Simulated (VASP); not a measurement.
Input of a VASP 6.6.1 run:

File POSCAR:

```
AlP
1.0
    0.0000000000      2.7392583532      2.7392583532
    2.7392583532      0.0000000000      2.7392583532
    2.7392583532      2.7392583532      0.0000000000
Al P
1 1
Direct
    0.0000000000      0.0000000000      0.0000000000
    0.7500000000      0.7500000000      0.7500000000
```

The input INCAR.step1:

```
SYSTEM = AlP
  PREC = Accurate
  ENCUT = 500
  EDIFF = 1E-8
  ISMEAR = 0
  SIGMA = 0.01
  LREAL = .False.
  LASPH = .True.
  NELM = 100
  ALGO = Normal
  LWAVE = .True.
  LCHARG = .False.
  GGA = PE
```

INCAR.step2

```
SYSTEM = AlP
  PREC = Accurate
  ENCUT = 500
  EDIFF = 1E-8
  ISMEAR = 0
  SIGMA = 0.01
  LREAL = .False.
  LASPH = .True.
  NELM = 1
  ALGO = Exact
  LWAVE = .True.
  LCHARG = .False.
  GGA = PE
  NBANDS = 308
  LOPTICS = .True.
  ISTART = 1
```

File INCAR.step3:

```
SYSTEM = AlP
  PREC = Accurate
  ENCUT = 500
  EDIFF = 1E-8
  ISMEAR = 0
  SIGMA = 0.01
  LREAL = .False.
  LASPH = .True.
  ALGO = EVGW0
  LWAVE = .False.
  LCHARG = .False.
  GGA = PE
  NELMGW = 1
  NBANDS = 308
  ENCUTGW = 200
  NOMEGA = 48
  PRECFOCK = Fast
  ISTART = 1
  NBANDSGW = 12
```

The input KPOINTS:

```
regular mesh
0
Gamma
  6 6 6
  0 0 0
```

Potentials or basis: VASP PAW PBE potentials, release 64 (Al_GW, P_GW).

Run with:

```bash
$ cat potpaw_PBE.64/Al_GW/POTCAR potpaw_PBE.64/P_GW/POTCAR > POTCAR
$ cp INCAR.step1 INCAR
$ mpirun -np 1 vasp_std > vasp.out
$ cp INCAR.step2 INCAR
$ mpirun -np 1 vasp_std > vasp.out
$ cp INCAR.step3 INCAR
$ mpirun -np 1 vasp_std > vasp.out
```

**Question.** Estimate the quasiparticle gap.

**Answer.** 2.42 eV.

**Question.** What does it give for the least direct quasiparticle gap?

**Answer.** 4.19 eV.

**Question.** Predict the band gap of the starting levels on the mesh.

**Answer.** 1.60 eV.

Caveat: bands, screening cutoff and mesh are small and nothing is extrapolated, so the quasiparticle values aren't converged.
